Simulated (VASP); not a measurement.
Here is a VASP 6.6.1 calculation.

Contents of POSCAR:

```
Mg3Sb2
1.0
    4.5691581962      0.0000000000      0.0000000000
   -2.2845790981      3.9570070718      0.0000000000
    0.0000000000      0.0000000000      7.2404157607
Mg Sb
3 2
Direct
    0.3333333333      0.6666666667      0.6336636229
    0.6666666667      0.3333333333      0.3663363771
    0.0000000000      0.0000000000      0.0000000000
    0.3333333333      0.6666666667      0.2287383468
    0.6666666667      0.3333333333      0.7712616532
```

File INCAR.step1:

```
ALGO = Normal ; EDIFF = 1E-5
ENCUT = 660 ; GGA = PE
GGA_COMPAT = False ; ISMEAR = 0
LASPH = True ; LCHARG = False
LREAL = False ; LWAVE = True
NBANDS = 16 ; NELM = 120
PREC = Accurate ; SIGMA = 0.02
```

The input INCAR.step2:

```
ALGO = Normal ; EDIFF = 1E-6
ENCUT = 660 ; GGA_COMPAT = False
ISIF = 2 ; ISMEAR = 0
ISTART = 1 ; LASPH = True
LCHARG = False ; LMIXTAU = True
LREAL = False ; LWAVE = False
METAGGA = R2SCAN ; NBANDS = 16
NELM = 120 ; PREC = Accurate
SIGMA = 0.02
```

KPOINTS

```
k-points
0
Gamma
  6 6 4
```

Potentials or basis: VASP PAW PBE potentials, release 64 (Mg, Sb).

Launch:

```console
$ cat potpaw_PBE.64/Mg/POTCAR potpaw_PBE.64/Sb/POTCAR > POTCAR
$ cp INCAR.step1 INCAR
$ mpirun -np 1 vasp_std > vasp.out
$ cp INCAR.step2 INCAR
$ mpirun -np 1 vasp_std > vasp.out
```

Problem. What does it give for the pressure?

Solution. 0.0 GPa.

Problem. Estimate the largest force.

Solution. 0.016 eV/Å.

Problem. Estimate the band gap on the k mesh.

Solution. 0.56 eV (least direct gap 1.75 eV).

Forces in eV/Å, atoms in the order of the input:
```
Mg   0.000  0.000 -0.004
Mg   0.000  0.000  0.004
Mg   0.000  0.000  0.000
Sb   0.000  0.000 -0.016
Sb   0.000  0.000  0.016
```

Caveat: semilocal functionals underestimate gaps, and a narrow one can read as zero; the PAW data sets were made with another functional, which shifts forces and pressure a little; spin-orbit coupling is left out, which moves the levels of the heavy elements. A k mesh can miss the band edges.
